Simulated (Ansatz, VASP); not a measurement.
One calculation of SrTiO3, two programs

```xyz
5
Lattice="3.9364 0.0000 0.0000 0.0000 3.9364 0.0000 0.0000 0.0000 3.9364" Properties=species:S:1:pos:R:3 pbc="T T T"
Sr    0.0027    0.0000    0.0000
Ti    1.9809    1.9682    1.9682
O    -0.0192    1.9682    1.9682
O     1.9514    0.0000    1.9682
O     1.9514    1.9682    0.0000
```

Change from the starting cell: mode 1 frozen in at -0.019 Å, strain +e along z and -e/2 along x and y +0.0000.

Alike in both runs: task single point; functional PBE; k mesh 8 × 8 × 8; occupations gaussian, width 0.05 eV; no spin polarisation.

|  | VASP | Ansatz |
| --- | --- | --- |
| version | VASP 6.6.1 | Ansatz 0.2.0 |
| potentials or method | VASP PAW PBE potentials, release 64 (Sr_sv, Ti_sv, O), cutoff 520 eV | scalar-relativistic, plane waves, PAW |
| valence electrons in the cell | 40 | 40 |

|  | VASP | Ansatz | Ansatz less VASP |
| --- | --- | --- | --- |
| gap on the k mesh at the Fermi level (eV) | 1.81 | 1.85 | +0.034 |
| least direct gap on the mesh (eV) | 2.20 | 2.21 | +0.018 |
| pressure (GPa) | 0.7 | 0.1 | -0.60 |
| traceless stress, the component that is largest in VASP (GPa) | 0.11 | 0.11 | -0.005 |
| rms of the force components (eV/Å) | 0.010 | 0.013 | +0.0031 |

Atom by atom the forces differ by 0.005 eV/Å (rms over components).
